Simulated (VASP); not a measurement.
Wanted: the native input for a VASP 6.6.1 run.

```yaml
Task: single point
Functional: PBEsol
Potentials_or_basis: VASP PAW PBE potentials, release 64 (Ga_d, P)
Cutoff: 500 eV
k_mesh: 8 × 8 × 8
Occupations: gaussian, width 0.02 eV
Spin: no spin polarisation
Dipole_correction: no
Further_INCAR_settings: ALGO = Normal; EDIFF = 1e-06; NBANDS = 16
```

The structure of GaP lies in POSCAR:

```
GaP
1.0
    0.0000000000      2.7192244521      2.7192244521
    2.7192244521      0.0000000000      2.7192244521
    2.7192244521      2.7192244521      0.0000000000
Ga P
1 1
Direct
    0.0000000000      0.0000000000      0.0000000000
    0.2500000000      0.2500000000      0.2500000000
```

One way to write it, as run:

INCAR

```
SYSTEM = GaP
ALGO = Normal
EDIFF = 1E-6
ENCUT = 500
GGA = PS
GGA_COMPAT = .FALSE.
ISIF = 2
ISMEAR = 0
LASPH = .TRUE.
LCHARG = .FALSE.
LREAL = .FALSE.
LWAVE = .FALSE.
NBANDS = 16
NELM = 120
PREC = Accurate
SIGMA = 0.02
```

KPOINTS

```
k-points
0
G
  8 8 8
  0 0 0
```

Potentials or basis: VASP PAW PBE potentials, release 64 (Ga_d, P).

Command:

```console
$ cat potpaw_PBE.64/Ga_d/POTCAR potpaw_PBE.64/P/POTCAR > POTCAR
$ mpirun -np 1 vasp_std > vasp.out
```

Results of the run:

```
Pressure               : -0.1 GPa
Band gap on the k mesh : 1.50 eV, indirect (least direct gap 1.80 eV)
```

Caveat: the PAW data sets were made with another functional, which shifts forces and pressure a little.

Wall time 20 s on 1 thread of Intel(R) Xeon(R) Platinum 8375C CPU @ 2.90GHz (Ice Lake), on a shared host, peak memory 0.15 GiB.
